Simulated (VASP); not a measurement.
Wanted: the native input for a VASP 6.6.1 run.

```yaml
Task: single point
Functional: r2SCAN
Potentials_or_basis: VASP PAW PBE potentials, release 64 (Ba_sv, Ti_sv, O_h)
Cutoff: 910 eV
k_mesh: 8 × 8 × 8
Occupations: gaussian, width 0.02 eV
Spin: no spin polarisation
Dipole_correction: no
Further_INCAR_settings: ALGO = Normal; EDIFF = 1e-06; NBANDS = 28
```

Crystal: BaTiO3.

```
Ba Ti O
1.0
     3.99397    0.00000    0.00000
     0.00000    3.99397    0.00000
     0.00000    0.00000    3.99410
Ba Ti O
1 1 3
Direct
  0.00000 0.00000 0.00000
  0.50000 0.50000 0.50000
  0.50000 0.50000 0.00000
  0.50000 0.00000 0.50000
  0.00000 0.50000 0.50000
```

One way to write it, as run:

POSCAR

```
BaTiO3
1.0
    3.9939696151      0.0000000000      0.0000000000
    0.0000000000      3.9939696151      0.0000000000
    0.0000000000      0.0000000000      3.9941038460
Ba Ti O
1 1 3
Direct
    0.0000000000      0.0000000000      0.0000000000
    0.5000000000      0.5000000000      0.5000000000
    0.5000000000      0.5000000000      0.0000000000
    0.5000000000      0.0000000000      0.5000000000
    0.0000000000      0.5000000000      0.5000000000
```

INCAR.step1

```
SYSTEM = BaTiO3
PREC = Accurate
ENCUT = 910
ISMEAR = 0
SIGMA = 0.02
LREAL = .False.
LASPH = .True.
NELM = 120
NBANDS = 28
GGA = PE
ALGO = Normal
EDIFF = 1E-5
LWAVE = .True.
LCHARG = .False.
GGA_COMPAT = .False.
```

INCAR.step2

```
SYSTEM = BaTiO3
PREC = Accurate
ENCUT = 910
EDIFF = 1E-6
ISMEAR = 0
SIGMA = 0.02
LREAL = .False.
LASPH = .True.
NELM = 120
ALGO = Normal
ISIF = 2
LWAVE = .False.
LCHARG = .True.
METAGGA = R2SCAN
LMIXTAU = .True.
LELF = .True.
LVHAR = .True.
NBANDS = 28
ISTART = 1
GGA_COMPAT = .False.
```

KPOINTS

```
Automatic mesh
0
Gamma
  8 8 8
  0 0 0
```

Potentials or basis: VASP PAW PBE potentials, release 64 (Ba_sv, Ti_sv, O_h).

Launch:

```sh
$ cat potpaw_PBE.64/Ba_sv/POTCAR potpaw_PBE.64/Ti_sv/POTCAR potpaw_PBE.64/O_h/POTCAR > POTCAR
$ cp INCAR.step1 INCAR
$ mpirun -np 1 vasp_std > vasp.out
$ cp INCAR.step2 INCAR
$ mpirun -np 1 vasp_std > vasp.out
```

Results of the run:

The pressure is 1.8 GPa. The band gap on the k mesh is 2.16 eV (least direct gap 2.31 eV).

Caveat: the cutoff is under 1.25 times the usual one of these potentials, so pressure, stress and relaxed cells hold a basis-set (Pulay) error; the PAW data sets were made with another functional, which shifts forces and pressure a little; spin-orbit coupling is left out, which moves the levels of the heavy elements.

It took 6.4 min on 1 thread of Intel(R) Xeon(R) 6975P-C (Granite Rapids), on a shared host, peak memory 0.48 GiB.
